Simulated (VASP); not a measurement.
Runs of VASP 6.6.1 on Pt. The structure is that of space group Fm-3m (No. 225), or close to it. The cells are those of the table. 

```tsv
task	cell	k mesh	cutoff (eV)	smearing	gap on the mesh (eV)	pressure (GPa)	relaxed volume (Å³/atom)
relaxation of cell and atoms	relaxed from a = 2.788 Å, angles 60.0°, 1 atom	8 × 8 × 8	600	gaussian 0.1 eV	none	-0.5	-
single point	a = 2.755 Å, angles 60.0°, 1 atom	16 × 16 × 16	520	fermi-dirac 0.15 eV	none	0.8	-
relaxation of cell and atoms	relaxed from a = 2.753 Å, angles 60.0°, 1 atom	16 × 16 × 16	600	fermi-dirac 0.15 eV	none	0.0	14.84
relaxation of cell and atoms	relaxed from a = 2.752 Å, angles 60.0°, 1 atom	16 × 16 × 16	600	gaussian 0.1 eV	none	0.0	(a)
single point	a = 2.788 Å, angles 60.0°, 1 atom	8 × 8 × 8	520	gaussian 0.1 eV	none	-10.5	-
single point	a = 2.752 Å, angles 60.0°, 1 atom	8 × 8 × 8	520	gaussian 0.1 eV	none	0.7	-
single point	a = 2.753 Å, angles 60.0°, 1 atom	16 × 16 × 16	520	gaussian 0.1 eV	none	0.8	-
```

Alike in all rows: level LDA; potentials or basis VASP PAW LDA potentials, release 64 (Pt); no spin polarisation.

Estimate the missing entries.

(a) 14.80.

Caveats: spin-orbit coupling is left out, which moves the levels of the heavy elements.

A k mesh can miss the band edges, and the runs leave out spin-orbit coupling on Pt.

A gap of «none» marks levels without a gap at the run's occupations.
